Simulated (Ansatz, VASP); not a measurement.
# One calculation of Al, two programs

INCAR

```
PREC = Accurate
ENCUT = 520
EDIFF = 1E-6
ISMEAR = 0
SIGMA = 0.15
LREAL = F
LASPH = T
NELM = 80
ALGO = Fast
ISIF = 2
LWAVE = F
LCHARG = T
GGA = PS
IVDW = 12
LELF = T
LVHAR = T
NBANDS = 10
```

Contents of KPOINTS:

```
Automatic mesh
0
Gamma
  18 18 10
```

Contents of POSCAR:

```
Al
1.0
    2.8124553515      0.0000000000      0.0000000000
   -1.4062276757      2.4356577814      0.0000000000
    0.0000000000      0.0000000000      5.1101925000
Al
2
Direct
    0.6666666667      0.3333333333      0.7500000000
    0.3333333333      0.6666666667      0.2500000000
```

Input for Ansatz:

```yaml
crystal:
  lattice:
    - [2.8124553515, 0.0, 0.0]
    - [-1.4062276757, 2.4356577814, 0.0]
    - [0.0, 0.0, 5.1101925]
  atoms:
    - { symbol: Al, position: [0.6666666667, 0.3333333333, 0.75] }
    - { symbol: Al, position: [0.3333333333, 0.6666666667, 0.25] }
basis:
  ecutwfc: 420
kpoints:
  mp_grid: { grid: [18, 18, 10] }
hamiltonian:
  xc: pbesol
  dispersion: d3bj
scf:
  occupations: { method: gaussian, width: 0.15 }
output:
  forces: true
  stress: true
  eigenvalues: true
```

Change from the starting cell: strain +0.000 along x and y, +0.050 along z, atoms carried along.

Alike in both runs: task single point; functional PBEsol; dispersion D3(BJ); k mesh 18 × 18 × 10; occupations gaussian, width 0.15 eV; no spin polarisation.

|  | VASP | Ansatz |
| --- | --- | --- |
| version | VASP 6.6.1 | Ansatz 0.2.0 |
| potentials or method | VASP PAW PBE potentials, release 64 (Al), cutoff 520 eV | scalar-relativistic, plane waves, PAW |
| valence electrons in the cell | 6 | 6 |

```tsv
	VASP	Ansatz	Ansatz less VASP
gap on the k mesh at the Fermi level (eV)	none	none	-
pressure (GPa)	-6.7	-6.7	-0.05
traceless stress, the component that is largest in VASP (GPa)	-3.24	-3.21	+0.024
```

VASP's potentials were made for PBE, not for PBEsol. A gap of «none» marks a metal or a gap that the smearing closes.
